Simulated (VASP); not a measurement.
Wanted: the native input for a VASP 6.6.1 run.

* Task: relaxation of cell and atoms
* Functional: LDA
* Potentials or basis: VASP PAW LDA potentials, release 64 (Sr_sv, Ti_sv, O)
* Cutoff: 600 eV
* k mesh: 6 × 6 × 6
* Occupations: gaussian, width 0.1 eV
* Spin: no spin polarisation
* Dipole correction: no
* Further INCAR settings: ALGO = Normal; EDIFF = 1e-06; IBRION = 2; EDIFFG = -0.05; NSW = 100; ISIF = 3

The structure of SrTiO3 (kl) lies in POSCAR:

```
SrTiO3
1.0
    3.9127013100      0.0000000000      0.0000000000
    0.0000000000      3.9127013100      0.0000000000
    0.0000000000      0.0000000000      3.9127013100
Sr Ti O
1 1 3
Direct
    0.0000000000      0.0000000000      0.0000000000
    0.5000000000      0.5000000000      0.5000000000
    0.5000000000      0.0000000000      0.5000000000
    0.5000000000      0.5000000000      0.0000000000
    0.0000000000      0.5000000000      0.5000000000
```

The input as run:

INCAR

```
SYSTEM = SrTiO3
PREC = Accurate
ENCUT = 600
EDIFF = 1E-6
ISMEAR = 0
SIGMA = 0.1
LREAL = .FALSE.
LASPH = .TRUE.
NELM = 100
ALGO = Normal
ISIF = 3
LWAVE = .FALSE.
LCHARG = .FALSE.
GGA = CA
IBRION = 2
NSW = 100
EDIFFG = -0.05
```

KPOINTS

```
regular mesh
0
G
  6 6 6
  0 0 0
```

Potentials or basis: VASP PAW LDA potentials, release 64 (Sr_sv, Ti_sv, O).

Launch:

```bash
$ cat potpaw_LDA.64/Sr_sv/POTCAR potpaw_LDA.64/Ti_sv/POTCAR potpaw_LDA.64/O/POTCAR > POTCAR
$ mpirun -np 1 vasp_std > vasp.out
```

Results of the run:

| Quantity | Value |
| --- | --- |
| Relaxed volume | 11.50 Å³/atom |
| Relaxed cell | a = 3.860 Å, b = 3.860 Å, c = 3.860 Å, α = 90.00°, β = 90.00°, γ = 90.00° |
| Space group after relaxing (to 0.05 Å) | Pm-3m (No. 221) |
| Energy gained by relaxing | 11.7 meV/atom |
| Ionic steps | 3 |
| Pressure after relaxing | -0.1 GPa |
| Band gap on the k mesh | 1.81 eV, indirect (least direct gap 2.14 eV) |

Wall time 44 s on 1 thread of AMD EPYC 9R45 96-Core Processor (Zen 5), with other jobs on the host, peak memory 0.16 GiB.
